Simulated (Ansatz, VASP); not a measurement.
## One calculation of Si5C, two programs

The input INCAR:

```
SYSTEM = Si5C
ALGO = Normal ; EDIFF = 1E-6
EDIFFG = -0.04 ; ENCUT = 600
GGA = PE ; IBRION = 2
ISIF = 3 ; ISMEAR = 0
LASPH = .True. ; LCHARG = .False.
LREAL = .False. ; LWAVE = .False.
NELM = 60 ; NSW = 90
PREC = Accurate ; SIGMA = 0.1
```

File KPOINTS:

```
k-points
0
Gamma
  6 6 4
  0 0 0
```

POSCAR

```
Si5C
1.0
    4.7881676300      0.0000000000      0.0000000000
   -2.3940838100      4.1466748000      0.0000000000
    0.0000000000      0.0000000000      4.4721425900
Si C
5 1
Direct
    0.3333333300      0.6666666700      0.0000000000
    0.6666666700      0.3333333300      0.0000000000
    0.6666666700      0.6666666700      0.5000000000
    0.3333333300      0.0000000000      0.5000000000
    0.0000000000      0.3333333300      0.5000000000
    0.0000000000      0.0000000000      0.0000000000
```

Input for Ansatz:

```yaml
crystal:
  lattice:
    - [4.78816763, 0.0, 0.0]
    - [-2.39408381, 4.1466748, 0.0]
    - [0.0, 0.0, 4.47214259]
  atoms:
    - { symbol: Si, position: [0.33333333, 0.66666667, 0.0] }
    - { symbol: Si, position: [0.66666667, 0.33333333, 0.0] }
    - { symbol: Si, position: [0.66666667, 0.66666667, 0.5] }
    - { symbol: Si, position: [0.33333333, 0.0, 0.5] }
    - { symbol: Si, position: [0.0, 0.33333333, 0.5] }
    - { symbol: C, position: [0.0, 0.0, 0.0] }
basis:
  ecutwfc: 420
kpoints:
  mp_grid: { grid: [6, 6, 4] }
hamiltonian:
  xc: pbe
scf:
  occupations: { method: gaussian, width: 0.1 }
  lower_state_search: "off"
output:
  forces: true
  stress: true
  eigenvalues: true
relax:
  adjacent_minimum: "off"
  f_tol: 0.04
  max_steps: 70
  cell: { stress_tol: 0.4 }
```

Alike in both runs: task relaxation of cell and atoms; functional PBE; k mesh 6 × 6 × 4; occupations gaussian, width 0.1 eV; no spin polarisation.

```csv
,VASP,Ansatz
version,VASP 6.6.1,Ansatz 0.2.0
potentials or method,"VASP PAW PBE potentials, release 64 (Si, C), cutoff 600 eV","scalar-relativistic, plane waves, PAW"
valence electrons in the cell,24,24
```

|  | VASP | Ansatz | Ansatz less VASP |
| --- | --- | --- | --- |
| gap on the k mesh at the Fermi level, each at its own relaxed structure (eV) | none | none | - |
| relaxed volume (Å³/atom) | 12.84 | 12.82 | -0.017 |
| relaxed cell length with the largest relative difference (Å) | 4.341 | 4.330 | -0.0109 |

A gap of «none» marks a metal or a gap that the smearing closes.
